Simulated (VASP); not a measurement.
# Cu (Fm-3m) in VASP: further runs

Cu is run at these levels: LDA, r2SCAN0, HSE06; tasks: single point.

All numbers are computed with VASP 6.6.1; they aren't measurements. Logs are shortened: lines on timing, memory, paths and dates and some standing lists are left out, and cuts for length are marked.

## Step 1: The cell of the first run

It takes space group Fm-3m (No. 225, cubic). The conventional cell has a = 3.686 Å, b = 3.686 Å, c = 3.686 Å, α = 90.00°, β = 90.00°, γ = 90.00°. Cu (site symmetry m-3m) has 12 Cu at 2.61 Å within 3.4 Å.

## Step 2: Single point, LDA (volume scaled by 1.06)

INCAR reads:

```
PREC = Accurate
ENCUT = 600
EDIFF = 1E-6
ISMEAR = -1
SIGMA = 0.05
LREAL = False
LASPH = True
NELM = 120
ALGO = Normal
ISIF = 2
LWAVE = False
LCHARG = False
GGA = CA
NBANDS = 12
GGA_COMPAT = False
```

KPOINTS reads:

```
regular mesh
0
Gamma
  13 13 13
```

POSCAR reads:

```
Cu
1.0
    0.0000000000      1.8429501765      1.8429501765
    1.8429501765      0.0000000000      1.8429501765
    1.8429501765      1.8429501765      0.0000000000
Cu
1
Direct
    0.0000000000      0.0000000000      0.0000000000
```

Potentials or basis: VASP PAW LDA potentials, release 64 (Cu).

Run with:

```sh
> cat potpaw_LDA.64/Cu/POTCAR > POTCAR
> mpirun -np 1 vasp_std > vasp.out
```

OUTCAR:

```text
PREC = Accurate
   ENCUT = 600
   EDIFF = 1E-6
   ISMEAR = -1
   LREAL = False
   LASPH = True
   NELM = 120
   ISIF = 2
   GGA = CA

 ion  position               nearest neighbor table
   1  0.000  0.000  0.000-

  LATTYP: Found a face centered cubic cell.
 ALAT       =     3.6859003530

  Lattice vectors:

 A1 = (   0.0000000000,   1.8429501765,   1.8429501765)
 A2 = (   1.8429501765,   0.0000000000,   1.8429501765)
 A3 = (   1.8429501765,   1.8429501765,   0.0000000000)

Analysis of symmetry for initial positions (statically):
=====================================================================
 Subroutine PRICEL returns:
 Original cell was already a primitive cell.

 Routine SETGRP: Setting up the symmetry group for a
 face centered cubic supercell.

 Subroutine GETGRP returns: Found 48 space group operations
[... 9 lines left out ...]

 Routine SETGRP: Setting up the symmetry group for a
 face centered cubic supercell.

 Subroutine GETGRP returns: Found 48 space group operations
[... 11 lines left out ...]
                                     Primitive cell

  volume of cell :      12.5190

  direct lattice vectors                    reciprocal lattice vectors
     0.000000000  1.842950177  1.842950177    -0.271304133  0.271304133  0.271304133
     1.842950177  0.000000000  1.842950177     0.271304133 -0.271304133  0.271304133
     1.842950177  1.842950177  0.000000000     0.271304133  0.271304133 -0.271304133

  length of vectors
     2.606325134  2.606325134  2.606325134     0.469912543  0.469912543  0.469912543

  position of ions in fractional coordinates (direct lattice)
     0.000000000  0.000000000  0.000000000

  ion indices of the primitive-cell ions
   primitive index   ion index
                 1           1

----------------------------------------------------------------------------------------

 KPOINTS: regular mesh

Automatic generation of k-mesh.
 Grid dimensions read from file:
 generate k-points for:   13   13   13

 Generating k-lattice:

  Cartesian coordinates                     Fractional coordinates (reciprocal lattice)
    -0.020869549  0.020869549  0.020869549     0.076923077  0.000000000  0.000000000
     0.020869549 -0.020869549  0.020869549     0.000000000  0.076923077  0.000000000
     0.020869549  0.020869549 -0.020869549     0.000000000  0.000000000  0.076923077

  Length of vectors
     0.036147119  0.036147119  0.036147119

  Shift w.r.t. Gamma in fractional coordinates (k-lattice)
     0.000000000  0.000000000  0.000000000

 Subroutine IBZKPT returns following result:
 ===========================================

 Found     84 irreducible k-points:

 Following reciprocal coordinates:
            Coordinates               Weight
  0.000000  0.000000  0.000000      1.000000
  0.076923  0.000000  0.000000      8.000000
  0.153846  0.000000  0.000000      8.000000
  0.230769  0.000000  0.000000      8.000000
  0.307692  0.000000  0.000000      8.000000
  0.384615  0.000000  0.000000      8.000000
[... 16 lines left out ...]
  0.384615  0.153846  0.000000     24.000000
  0.461538  0.153846  0.000000     24.000000
 [... further k-points ...]
   k-points           NKPTS =     84   k-points in BZ     NKDIM =     84   number of bands    NBANDS=     12
   number of dos      NEDOS =    301   number of ions     NIONS =      1
   total plane-waves  NPLWV =  13824
   dimension x,y,z NGX =    24 NGY =   24 NGZ =   24
   dimension x,y,z NGXF=    48 NGYF=   48 NGZF=   48
   ions per type =               1
   NGX,Y,Z   is equivalent  to a cutoff of  15.31, 15.31, 15.31 a.u.
   NGXF,Y,Z  is equivalent  to a cutoff of  30.62, 30.62, 30.62 a.u.
 SYSTEM =  unknown system
   PREC   = accura    normal or accurate (medium, high low for compatibility)
   ISTART =      0    job   : 0-new  1-cont  2-samecut
   ICHARG =      2    charge: 1-file 2-atom 10-const
   ISPIN  =      1    spin polarized calculation?
   LNONCOLLINEAR =      F non collinear calculations
   LSORBIT =      F    spin-orbit coupling
   LASPH  =      T    aspherical Exc in radial PAW
   ENCUT  =  600.0 eV  44.10 Ry    6.64 a.u.   5.21  5.21  5.21*2*pi/ulx,y,z
   NELM   =    120;   NELMIN=  2; NELMDL= -5     # of ELM steps
   EDIFF  = 0.1E-05   stopping-criterion for ELM
   LREAL  =      F    real-space projection
   EDIFFG = 0.1E-04   stopping-criterion for IOM
   NSW    =      0    number of steps for IOM
   IBRION =     -1    ionic relax: 0-MD 1-quasi-New 2-CG
   NFREE  =      0    steps in history (QN), initial steepest desc. (CG)
   ISIF   =      2    stress and relaxation
   ISYM   =      2    0-nonsym 1-usesym 2-fastsym
   POTIM  = 0.5000    time-step for ionic-motion
   TEBEG  =    0.0;   TEEND  =   0.0 temperature during run
   PSTRESS=    0.0 pullay stress
   NELECT =      11.0000    total number of electrons
   NUPDOWN=      -1.0000    fix difference up-down
   EMIN   =  10.00;   EMAX   =-10.00  energy-range for DOS
   EFERMI =   0.00;   METHOD = LEGACY
   ISMEAR =    -1;   SIGMA  =   0.05  broadening in eV -4-tet -1-fermi 0-gaus
   EFERMI_NEDOS =   21; number of points for ismear=-14 and -15
   IALGO  =     38    algorithm
   IMIX   =      4    mixing-type and parameters
     AMIX     =   0.40;   BMIX     =  1.00
     AMIX_MAG =   1.60;   BMIX_MAG =  1.00
  volume/ion in A,a.u.               =      12.52        84.48
  Fermi-wavevector in a.u.,A,eV,Ry     =   1.568010  2.963109 33.452033  2.458655
  Thomas-Fermi vector in A             =   2.670105
   LORBIT       =      0    0 simple, 1 ext, 2 COOP (PROOUT), +10 PAW based schemes
   GGA     = CA    functional components
   LHFCALC =     F    Hartree Fock is set to
   AEXX    =    0.0000 exact exchange contribution
   IVDW    =     0    specifies the selected vdW correction
   LEPSILON=     F    determine dielectric tensor
   LRPA    =     F    only Hartree local field effects (RPA)
 non-spin polarized calculation
  energy-cutoff  :      600.00
  volume of cell :       12.52
 maximum number of plane-waves:       431
 NGX is ok and might be reduce to    24
   NGX = 11   NGY = 11   NGZ = 11

 number of electron      11.0000003 magnetization

 Free energy of the ion-electron system (eV)
  ---------------------------------------------------
  ext. energy  EPLUGINS =         0.00000000
  ---------------------------------------------------
  free energy    TOTEN  =        -4.60935587 eV

  energy without entropy =       -4.60662850  energy(sigma->0) =       -4.60799219

 E-fermi :   6.7793     XC(G=0): -12.7661

 val. band max:        6.5844602137   @ k =   0.4615   0.2308   0.0000
 cond. band min:       6.7921462117   @ k =   0.4615   0.3077   0.0000
 fundamental gap:      0.2076859980
 Fermi energy:         6.7792770539

 k-point     1 :       0.0000    0.0000    0.0000
  band No.  band energies     occupation
      1      -2.2852      2.00000
      2       3.7223      2.00000
      3       3.7223      2.00000
      4       3.7223      2.00000
      5       4.4873      2.00000
      6       4.4873      2.00000
      7      28.8536      0.00000
      8      30.8537      0.00000
      9      30.8537      0.00000
     10      30.8537      0.00000
     11      33.3725      0.00000
     12      33.3725      0.00000

 k-point     2 :       0.0769    0.0000    0.0000
  band No.  band energies     occupation
      1      -2.0789      2.00000
      2       3.6820      2.00000
      3       3.7591      2.00000
      4       3.7591      2.00000
      5       4.4737      2.00000
      6       4.4737      2.00000
      7      27.1719      0.00000
      8      29.4968      0.00000
      9      30.2590      0.00000
     10      30.2590      0.00000
     11      34.2718      0.00000
     12      34.2718      0.00000

 k-point     3 :       0.1538    0.0000    0.0000
  band No.  band energies     occupation
      1      -1.4733      2.00000
      2       3.5844      2.00000
      3       3.8391      2.00000
      4       3.8391      2.00000
      5       4.4610      2.00000
      6       4.4610      2.00000
      7      23.3157      0.00000
      8      29.2089      0.00000
      9      29.3560      0.00000
     10      29.3560      0.00000
     11      35.3790      0.00000
     12      35.7848      0.00000

 k-point     4 :       0.2308    0.0000    0.0000
  band No.  band energies     occupation
      1      -0.5229      2.00000
      2       3.5045      2.00000
      3       3.8753      2.00000
      4       3.8753      2.00000
      5       4.5278      2.00000
      6       4.5278      2.00000
      7      19.4933      0.00000
      8      28.6190      0.00000
      9      28.6190      0.00000
     10      28.8050      0.00000
     11      34.5788      0.00000
     12      34.5788      0.00000

 k-point     5 :       0.3077    0.0000    0.0000
  band No.  band energies     occupation
      1       0.6059      2.00000
      2       3.6188      2.00000
      3       3.8275      2.00000
      4       3.8275      2.00000
      5       4.6960      2.00000
      6       4.6960      2.00000
      7      15.9473      0.00000
      8      28.1041      0.00000
      9      28.1041      0.00000
     10      28.2455      0.00000
     11      32.8811      0.00000
     12      32.8811      0.00000

 k-point     6 :       0.3846    0.0000    0.0000
  band No.  band energies     occupation
      1       1.4767      2.00000
      2       3.7541      2.00000
      3       3.7541      2.00000
      4       4.3129      2.00000
      5       4.8784      2.00000
      6       4.8784      2.00000
      7      12.8103      0.00000
      8      27.7320      0.00000
      9      27.7987      0.00000
     10      27.7987      0.00000
     11      31.6388      0.00000
     12      31.6388      0.00000

 k-point     7 :       0.4615    0.0000    0.0000
  band No.  band energies     occupation
      1       1.7943      2.00000
      2       3.7064      2.00000
      3       3.7064      2.00000
      4       4.9917      2.00000
      5       4.9917      2.00000
      6       5.5352      2.00000
      7      10.4735      0.00000
      8      27.4350      0.00000
      9      27.6660      0.00000
     10      27.6660      0.00000
     11      30.9790      0.00000
     12      30.9790      0.00000

 k-point     8 :       0.0769    0.0769    0.0000
  band No.  band energies     occupation
      1      -2.0103      2.00000
      2       3.6460      2.00000
      3       3.7850      2.00000
      4       3.7850      2.00000
      5       4.4184      2.00000
      6       4.5158      2.00000
      7      27.9358      0.00000
      8      28.7527      0.00000
      9      28.7527      0.00000
     10      29.9367      0.00000
     11      34.8722      0.00000
     12      35.6510      0.00000
[... 166 lines left out ...]
 k-point    20 :       0.1538    0.1538    0.0000
  band No.  band energies     occupation
      1      -1.2068      2.00000
      2       3.4368      2.00000
      3       3.9677      2.00000
      4       3.9677      2.00000
      5       4.2418      2.00000
      6       4.5951      2.00000
      7      26.0189      0.00000
      8      26.0189      0.00000
      9      26.5099      0.00000
     10      28.2200      0.00000
     11      31.5430      0.00000
     12      38.0208      0.00000

 k-point    21 :       0.2308    0.1538    0.0000
  band No.  band energies     occupation
      1      -0.5073      2.00000
      2       3.3057      2.00000
      3       3.9846      2.00000
      4       4.0732      2.00000
      5       4.2835      2.00000
      6       4.6616      2.00000
      7      22.5368      0.00000
      8      24.8957      0.00000
      9      26.5787      0.00000
     10      28.1966      0.00000
     11      30.1478      0.00000
     12      38.0171      0.00000

 k-point    22 :       0.3077    0.1538    0.0000
  band No.  band energies     occupation
      1       0.4732      2.00000
      2       3.2141      2.00000
      3       3.8283      2.00000
      4       4.0999      2.00000
      5       4.6261      2.00000
      6       4.7894      2.00000
      7      18.8348      0.00000
      8      24.1701      0.00000
      9      25.8075      0.00000
     10      26.9380      0.00000
     11      32.1008      0.00000
     12      37.3146      0.00000

 k-point    23 :       0.3846    0.1538    0.0000
  band No.  band energies     occupation
      1       1.4841      2.00000
      2       3.2675      2.00000
      3       3.6854      2.00000
      4       4.0516      2.00000
      5       4.9382      2.00000
      6       5.2258      2.00000
      7      15.4025      0.00000
      8      23.8757      0.00000
      9      24.3223      0.00000
     10      26.4096      0.00000
     11      34.8974      0.00000
     12      36.6397      0.00000

 k-point    24 :       0.4615    0.1538    0.0000
  band No.  band energies     occupation
      1       2.0679      2.00000
      2       3.4301      2.00000
      3       3.7522      2.00000
      4       3.9840      2.00000
      5       5.0222      2.00000
      6       6.2921      1.99988
      7      12.3850      0.00000
      8      22.8976      0.00000
      9      24.0460      0.00000
     10      26.3418      0.00000
     11      35.6938      0.00000
     12      35.9652      0.00000

 [... further k-points ...]
[... 5 lines left out ...]
  --------------------------------------------------------------------------------------
  -------------------------------------------------------------------------------------
  Total       -1.3972873     -1.3972873     -1.3972873     -0.0000000     -0.0000000     -0.0000000
  in kB     -178.8238828   -178.8238828   -178.8238828     -0.0000000     -0.0000000     -0.0000000
  external PRESSURE =    -178.8238828 kB  Pullay stress =       0.0000000 kB

 VOLUME and BASIS-vectors are now :
 -----------------------------------------------------------------------------
  energy-cutoff  :      600.00
  volume of cell :       12.52
      direct lattice vectors                 reciprocal lattice vectors
     0.000000000  1.842950177  1.842950177    -0.271304133  0.271304133  0.271304133
     1.842950177  0.000000000  1.842950177     0.271304133 -0.271304133  0.271304133
     1.842950177  1.842950177  0.000000000     0.271304133  0.271304133 -0.271304133

 POSITION                                       TOTAL-FORCE (eV/Angst)
 -----------------------------------------------------------------------------------
      0.00000      0.00000      0.00000         0.000000     -0.000000     -0.000000
 -----------------------------------------------------------------------------------
    total drift:                                0.000000      0.000000     -0.000000

  FREE ENERGIE OF THE ION-ELECTRON SYSTEM (eV)
  ---------------------------------------------------
  free  energy   TOTEN  =        -4.6093558717 eV

  energy  without entropy=       -4.6066285002  energy(sigma->0) =       -4.60799219
```

Run time: 20 s. Hardware: 1 thread of Intel Xeon 8259CL, shared host; peak memory 0.13 GiB.

What came out:

- Free energy: -4.6094 eV
- Pressure: -17.9 GPa

Caveat: the cell differs from its parent crystal (volume scaled by 1.06).

## Step 3: Single point, r2SCAN0

This run uses another cell than the first one, of 11.10 Å³/atom, 0.887 times its volume.

POSCAR reads:

```
Cu
1.0
    0.0000000000      1.7706018915      1.7706018915
    1.7706018915      0.0000000000      1.7706018915
    1.7706018915      1.7706018915      0.0000000000
Cu
1
Direct
    0.0000000000      0.0000000000      0.0000000000
```

INCAR.step1 reads:

```
SYSTEM = Cu
PREC = Accurate ; ENCUT = 520
EDIFF = 1E-5 ; ISMEAR = -1
SIGMA = 0.05 ; LREAL = .FALSE.
LASPH = .TRUE. ; NELM = 60
ALGO = Normal ; ISIF = 2
LWAVE = .TRUE. ; GGA = PE
NBANDS = 12
```

INCAR.step2 reads:

```
SYSTEM = Cu
PREC = Accurate ; ENCUT = 520
EDIFF = 1E-6 ; ISMEAR = -1
SIGMA = 0.05 ; LREAL = .FALSE.
LASPH = .TRUE. ; NELM = 60
ALGO = Normal ; ISIF = 2
LWAVE = .FALSE. ; LCHARG = .TRUE.
METAGGA = R2SCAN ; LHFCALC = .TRUE.
AEXX = 0.25 ; LMIXTAU = .TRUE.
PRECFOCK = Normal ; LELF = .TRUE.
LVHAR = .TRUE. ; ISTART = 1
NBANDS = 12
```

KPOINTS reads:

```
regular mesh
0
G
  7 7 7
  0 0 0
```

Potentials or basis: VASP PAW PBE potentials, release 64 (Cu).

Run with:

```sh
> cat potpaw_PBE.64/Cu/POTCAR > POTCAR
> cp INCAR.step1 INCAR
> mpirun -np 1 vasp_std > vasp.out
> cp INCAR.step2 INCAR
> mpirun -np 1 vasp_std > vasp.out
```

Run time: 9 min. Hardware: 1 thread of Intel Xeon Platinum 8375C at 2.90GHz (Ice Lake), shared host; peak memory 0.14 GiB.

Results (log left out):

```yaml
Free_energy: -9.4077 eV
Pressure: 7.5 GPa
```

Levels at points of the mesh, in eV from the Fermi level:
| k point | band 4 | band 5 | band 6 | band 7 | band 8 | band 9 |
| --- | --- | --- | --- | --- | --- | --- |
| (0.00, 0.00, 0.00) | -5.60 | -4.70 | -4.70 | 24.82 | 28.61 | 28.61 |

Caveat: the k points lie up to 0.44 Å⁻¹ apart; the PAW data sets were made with another functional, which shifts forces and pressure a little.

## Step 4: Single point, r2SCAN0

This run uses another cell than the first one, of 11.34 Å³/atom, 0.906 times its volume.

POSCAR reads:

```
Cu
1.0
    0.0000000000      1.7830713297      1.7830713297
    1.7830713297      0.0000000000      1.7830713297
    1.7830713297      1.7830713297      0.0000000000
Cu
1
Direct
    0.0000000000      0.0000000000      0.0000000000
```

INCAR.step1 reads:

```
SYSTEM = Cu
PREC = Accurate
ENCUT = 520
EDIFF = 1E-5
ISMEAR = -1
SIGMA = 0.05
LREAL = .False.
LASPH = .True.
NELM = 60
ALGO = Normal
ISIF = 2
LWAVE = .True.
LCHARG = .False.
GGA = PE
NBANDS = 12
```

INCAR.step2 reads:

```
SYSTEM = Cu
PREC = Accurate
ENCUT = 520
EDIFF = 1E-6
ISMEAR = -1
SIGMA = 0.05
LREAL = .False.
LASPH = .True.
NELM = 60
ALGO = Normal
ISIF = 2
LWAVE = .False.
LCHARG = .False.
METAGGA = R2SCAN
LHFCALC = .True.
AEXX = 0.25
LMIXTAU = .True.
PRECFOCK = Normal
ISTART = 1
NBANDS = 12
```

KPOINTS reads:

```
Automatic mesh
0
Gamma
  7 7 7
  0 0 0
```

Run with:

```sh
> cat potpaw_PBE.64/Cu/POTCAR > POTCAR
> cp INCAR.step1 INCAR
> mpirun -np 1 vasp_std > vasp.out
> cp INCAR.step2 INCAR
> mpirun -np 1 vasp_std > vasp.out
```

Run time: 14 min. Hardware: 1 thread of Intel Xeon Platinum 8375C at 2.90GHz (Ice Lake), shared host; peak memory 0.14 GiB.

Results (log left out):

```
Free energy : -9.4165 eV
Pressure    : 3.8 GPa
```

Levels at points of the mesh, in eV from the Fermi level:
```csv
k point,band 2,band 3,band 4,band 5,band 6,band 7,band 8,band 9,band 10,band 11
"(0.00, 0.00, 0.00)",-5.54,-5.54,-5.54,-4.67,-4.67,24.62,28.24,28.24,28.24,30.91
```

Caveat: the k points lie up to 0.44 Å⁻¹ apart; the PAW data sets were made with another functional, which shifts forces and pressure a little.

## Step 5: Single point, r2SCAN0

This run uses another cell than the first one, of 11.57 Å³/atom, 0.925 times its volume.

POSCAR reads:

```
Cu
1.0
    0.0000000000      1.7953687620      1.7953687620
    1.7953687620      0.0000000000      1.7953687620
    1.7953687620      1.7953687620      0.0000000000
Cu
1
Direct
    0.0000000000      0.0000000000      0.0000000000
```

INCAR.step1 reads:

```
SYSTEM = Cu
PREC = Accurate ; ENCUT = 520
EDIFF = 1E-5 ; ISMEAR = -1
SIGMA = 0.05 ; LREAL = .False.
LASPH = .True. ; NELM = 100
ALGO = Normal ; ISIF = 2
LWAVE = .True. ; LCHARG = .False.
NBANDS = 12 ; GGA = PE
```

INCAR.step2 reads:

```
SYSTEM = Cu
PREC = Accurate ; ENCUT = 520
EDIFF = 1E-6 ; ISMEAR = -1
SIGMA = 0.05 ; LREAL = .False.
LASPH = .True. ; NELM = 100
ALGO = Normal ; ISIF = 2
LWAVE = .False. ; LCHARG = .False.
METAGGA = R2SCAN ; LHFCALC = .True.
AEXX = 0.25 ; LMIXTAU = .True.
PRECFOCK = Normal ; NBANDS = 12
ISTART = 1
```

KPOINTS reads:

```
regular mesh
0
Gamma
  7 7 7
  0 0 0
```

Run with:

```sh
> cat potpaw_PBE.64/Cu/POTCAR > POTCAR
> cp INCAR.step1 INCAR
> mpirun -np 1 vasp_std > vasp.out
> cp INCAR.step2 INCAR
> mpirun -np 1 vasp_std > vasp.out
```

Wall time 13 min (1 thread of Intel Xeon Platinum 8375C at 2.90GHz (Ice Lake), shared host); peak memory 0.14 GiB.

It converged, with:

```yaml
Free_energy: -9.4203 eV
Pressure: 0.6 GPa
```

Levels at points of the mesh, in eV from the Fermi level:
| k point | band 2 | band 3 | band 4 | band 5 | band 6 | band 7 | band 8 | band 9 | band 10 | band 11 |
| --- | --- | --- | --- | --- | --- | --- | --- | --- | --- | --- |
| (0.00, 0.00, 0.00) | -5.49 | -5.49 | -5.49 | -4.65 | -4.65 | 24.41 | 27.87 | 27.87 | 27.87 | 30.51 |

Caveat: the k points lie up to 0.43 Å⁻¹ apart; the PAW data sets were made with another functional, which shifts forces and pressure a little.

(Part 1 of 2 ends here.)
